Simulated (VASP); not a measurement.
# MgCd2Te3 (I-4m2) in VASP: further runs

Runs on MgCd2Te3. Level: PBE. Tasks: single point.

All numbers are computed with VASP 6.6.1; they aren't measurements. Logs are shortened: lines on timing, memory, paths and dates and some standing lists are left out, and cuts for length are marked.

## 1. The cell of the first run

The structure is tetragonal, space group I-4m2 (No. 119). Conventional cell: a = 4.661 Å, b = 4.661 Å, c = 19.682 Å, α = 90.00°, β = 90.00°, γ = 90.00°. Mg (site symmetry -4m2) has 4 Te at 2.82 Å within 3.7 Å. Cd (site symmetry 2mm) has 4 Te at 2.86 to 2.87 Å within 3.8 Å. Te (site symmetry 2mm) has 2 Mg at 2.82 Å and 2 Cd at 2.87 Å within 3.7 Å. Within 3.8 Å of Te (site symmetry -4m2) lie 4 Cd at 2.86 Å.

## 2. Single point, PBE

The input, INCAR:

```
  PREC = Accurate
  ENCUT = 520
  EDIFF = 1E-6
  ISMEAR = 0
  SIGMA = 0.02
  LREAL = False
  LASPH = True
  NELM = 100
  ALGO = Normal
  ISIF = 2
  LWAVE = False
  LCHARG = False
  GGA = PE
  NBANDS = 31
```

The input, KPOINTS:

```
regular mesh
0
Gamma
  8 8 8
```

The input, POSCAR:

```
MgCd2Te3
1.0
   -2.3303983493      2.3303983493      9.8408539500
    2.3303983493     -2.3303983493      9.8408539500
    2.3303983493      2.3303983493     -9.8408539500
Mg Cd Te
1 2 3
Direct
    0.0000000000      0.0000000000      0.0000000000
    0.3343730148      0.3343730148      0.0000000000
    0.6656269852      0.6656269852      0.0000000000
    0.9191785198      0.4191785198      0.5000000000
    0.5808214802      0.0808214802      0.5000000000
    0.2500000000      0.7500000000      0.5000000000
```

Potentials or basis: VASP PAW PBE potentials, release 64 (Mg, Cd, Te).

Started as:

```sh
> cat potpaw_PBE.64/Mg/POTCAR potpaw_PBE.64/Cd/POTCAR potpaw_PBE.64/Te/POTCAR > POTCAR
> mpirun -np 1 vasp_std > vasp.out
```

OUTCAR:

```text
PREC = Accurate
   ENCUT = 520
   EDIFF = 1E-6
   ISMEAR = 0
   LREAL = False
   LASPH = True
   NELM = 100
   ISIF = 2
   GGA = PE

 ion  position               nearest neighbor table
   1  0.000  0.000  0.000-   5 2.82   4 2.82   5 2.82   4 2.82
   2  0.334  0.334  0.000-   6 2.86   6 2.86   4 2.87   4 2.87
   3  0.666  0.666  0.000-   6 2.86   6 2.86   5 2.87   5 2.87
   4  0.919  0.419  0.500-   1 2.82   1 2.82   2 2.87   2 2.87
   5  0.581  0.081  0.500-   1 2.82   1 2.82   3 2.87   3 2.87
   6  0.250  0.750  0.500-   2 2.86   3 2.86   2 2.86   3 2.86

  LATTYP: Found a body centered tetragonal cell.
 ALAT       =     4.6607966986
 C/A-ratio  =     4.2228205118

  Lattice vectors:

 A1 = (  -2.3303983493,   2.3303983493,   9.8408539500)
 A2 = (   2.3303983493,  -2.3303983493,   9.8408539500)
 A3 = (   2.3303983493,   2.3303983493,  -9.8408539500)

Analysis of symmetry for initial positions (statically):
=====================================================================
 Subroutine PRICEL returns:
 Original cell was already a primitive cell.

 Routine SETGRP: Setting up the symmetry group for a
 body centered tetragonal supercell.

 Subroutine GETGRP returns: Found  8 space group operations
 (whereof  8 operations were pure point group operations)
 out of a pool of 16 trial point group operations.

The static configuration has the point symmetry D_2d.

Analysis of symmetry for dynamics (positions and initial velocities):
=====================================================================
 Subroutine PRICEL returns:
 Original cell was already a primitive cell.

 Routine SETGRP: Setting up the symmetry group for a
 body centered tetragonal supercell.

 Subroutine GETGRP returns: Found  8 space group operations
 (whereof  8 operations were pure point group operations)
 out of a pool of 16 trial point group operations.

The dynamic configuration has the point symmetry D_2d.

 Subroutine INISYM returns: Found  8 space group operations
 (whereof  8 operations are pure point group operations),
 and found     1 'primitive' translations

----------------------------------------------------------------------------------------

                                     Primitive cell

  volume of cell :     213.7731

  direct lattice vectors                    reciprocal lattice vectors
[... 97 lines left out ...]
   EDIFFG = 0.1E-04   stopping-criterion for IOM
   NSW    =      0    number of steps for IOM
   IBRION =     -1    ionic relax: 0-MD 1-quasi-New 2-CG
   NFREE  =      0    steps in history (QN), initial steepest desc. (CG)
   ISIF   =      2    stress and relaxation
   ISYM   =      2    0-nonsym 1-usesym 2-fastsym
   POTIM  = 0.5000    time-step for ionic-motion
   TEBEG  =    0.0;   TEEND  =   0.0 temperature during run
   PSTRESS=    0.0 pullay stress
   NELECT =      44.0000    total number of electrons
   NUPDOWN=      -1.0000    fix difference up-down
   EMIN   =  10.00;   EMAX   =-10.00  energy-range for DOS
   EFERMI =   0.00;   METHOD = LEGACY
   ISMEAR =     0;   SIGMA  =   0.02  broadening in eV -4-tet -1-fermi 0-gaus
   EFERMI_NEDOS =   21; number of points for ismear=-14 and -15
   IALGO  =     38    algorithm
   IMIX   =      4    mixing-type and parameters
     AMIX     =   0.40;   BMIX     =  1.00
     AMIX_MAG =   1.60;   BMIX_MAG =  1.00
  volume/ion in A,a.u.               =      35.63       240.44
  Fermi-wavevector in a.u.,A,eV,Ry     =   0.966588  1.826586 12.711817  0.934292
  Thomas-Fermi vector in A             =   2.096402
   LORBIT       =      0    0 simple, 1 ext, 2 COOP (PROOUT), +10 PAW based schemes
   GGA     = PE    functional components
   LHFCALC =     F    Hartree Fock is set to
   AEXX    =    0.0000 exact exchange contribution
   IVDW    =     0    specifies the selected vdW correction
   LEPSILON=     F    determine dielectric tensor
   LRPA    =     F    only Hartree local field effects (RPA)
 non-spin polarized calculation
 Gauss-broadening in eV      SIGMA  =   0.02
  energy-cutoff  :      520.00
  volume of cell :      213.77
 maximum number of plane-waves:      5812
 NGX is ok and might be reduce to    80
   NGX = 39   NGY = 39   NGZ = 39

 number of electron      44.0000004 magnetization

 Free energy of the ion-electron system (eV)
  ---------------------------------------------------
  ext. energy  EPLUGINS =         0.00000000
  ---------------------------------------------------
  free energy    TOTEN  =       -16.01732773 eV

  energy without entropy =      -16.01732773  energy(sigma->0) =      -16.01732773

 E-fermi :   1.8816     XC(G=0):  -8.1365

 val. band max:        1.7899944487   @ k =   0.0000   0.0000   0.0000
 cond. band min:       2.8865044249   @ k =   0.0000   0.0000   0.0000
 fundamental gap:      1.0965099762
 Fermi energy:         1.8815863361

 k-point     1 :       0.0000    0.0000    0.0000
  band No.  band energies     occupation
      1      -8.8321      2.00000
      2      -8.5101      2.00000
      3      -8.3194      2.00000
      4      -6.1199      2.00000
      5      -6.1199      2.00000
      6      -6.0531      2.00000
[... 805 lines left out ...]
     30       7.9066      0.00000
     31       8.0432      0.00000

 [... further k-points ...]

------------------------ aborting loop because EDIFF is reached ----------------------------------------

  FORCE on cell =-STRESS in cart. coord.  units (eV):
  Direction    XX          YY          ZZ          XY          YZ          ZX
  --------------------------------------------------------------------------------------
  -------------------------------------------------------------------------------------
  Total        0.0887076      0.0887076      0.1107271      0.0000000      0.0000000      0.0000000
  in kB        0.6648417      0.6648417      0.8298727      0.0000000      0.0000000      0.0000000
  external PRESSURE =       0.7198520 kB  Pullay stress =       0.0000000 kB

 VOLUME and BASIS-vectors are now :
 -----------------------------------------------------------------------------
  energy-cutoff  :      520.00
  volume of cell :      213.77
      direct lattice vectors                 reciprocal lattice vectors
    -2.330398349  2.330398349  9.840853950     0.000000000  0.214555593  0.050808599
     2.330398349 -2.330398349  9.840853950     0.214555593  0.000000000  0.050808599
     2.330398349  2.330398349 -9.840853950     0.214555593  0.214555593  0.000000000

 POSITION                                       TOTAL-FORCE (eV/Angst)
 -----------------------------------------------------------------------------------
      0.00000      0.00000      0.00000        -0.000000     -0.000000     -0.000000
      0.00000      0.00000      6.58103        -0.000000     -0.000000      0.002867
      0.00000      0.00000     13.10068         0.000000      0.000000     -0.002867
      0.00000      2.33040      8.25015         0.000000      0.000000      0.019387
      0.00000      2.33040      1.59070        -0.000000     -0.000000     -0.019387
      2.33040     -0.00000      4.92043        -0.000000     -0.000000     -0.000000
 -----------------------------------------------------------------------------------
    total drift:                               -0.000001      0.000001      0.000000

  FREE ENERGIE OF THE ION-ELECTRON SYSTEM (eV)
  ---------------------------------------------------
  free  energy   TOTEN  =       -16.0173277326 eV

  energy  without entropy=      -16.0173277326  energy(sigma->0) =      -16.01732773
```

OSZICAR:

```text
N       E                     dE             d eps       ncg     rms          rms(c)
DAV:   1     0.249429812582E+03    0.24943E+03   -0.18234E+04  3658   0.118E+03
DAV:   2    -0.160734822694E+01   -0.25104E+03   -0.24199E+03  4257   0.263E+02
DAV:   3    -0.164821637845E+02   -0.14875E+02   -0.14799E+02  4410   0.636E+01
DAV:   4    -0.167143775306E+02   -0.23221E+00   -0.23215E+00  4578   0.738E+00
DAV:   5    -0.167173481778E+02   -0.29706E-02   -0.29705E-02  4547   0.896E-01    0.736E+00
DAV:   6    -0.160598637992E+02    0.65748E+00   -0.12967E+00  4127   0.873E+00    0.604E+00
DAV:   7    -0.160105182585E+02    0.49346E-01   -0.54822E-01  4422   0.312E+00    0.242E+00
DAV:   8    -0.160156954720E+02   -0.51772E-02   -0.39824E-02  3917   0.166E+00    0.892E-01
DAV:   9    -0.160172542916E+02   -0.15588E-02   -0.52787E-03  4344   0.575E-01    0.214E-01
DAV:  10    -0.160171451004E+02    0.10919E-03   -0.14639E-03  4001   0.300E-01    0.870E-02
DAV:  11    -0.160172765042E+02   -0.13140E-03   -0.30265E-04  4226   0.903E-02    0.272E-02
DAV:  12    -0.160173063339E+02   -0.29830E-04   -0.37177E-05  4355   0.364E-02    0.159E-02
DAV:  13    -0.160173252703E+02   -0.18936E-04   -0.30461E-05  3931   0.378E-02    0.626E-03
DAV:  14    -0.160173277891E+02   -0.25188E-05   -0.49114E-06  4356   0.143E-02    0.686E-03
DAV:  15    -0.160173277326E+02    0.56489E-07   -0.10930E-06  2982   0.450E-03
   1 F= -.16017328E+02 E0= -.16017328E+02  d E =-.343455E-13
```

It took 22 min on 1 thread of AMD EPYC 7R13 (Zen 3), shared host; peak memory 1.1 GiB.

Results:

```yaml
Free_energy: -16.0173 eV
Pressure: 0.1 GPa
Largest_force: 0.019 eV/Å
Band_gap_on_the_k_mesh: 1.10 eV
```

Forces on the atoms (eV/Å):
```
Mg   0.000  0.000  0.000
Cd   0.000  0.000  0.003
Cd   0.000  0.000 -0.003
Te   0.000  0.000  0.019
Te   0.000  0.000 -0.019
Te   0.000  0.000  0.000
```

Caveat: spin-orbit coupling is left out, which moves the levels of the heavy elements.

[end of part 1 of 2]
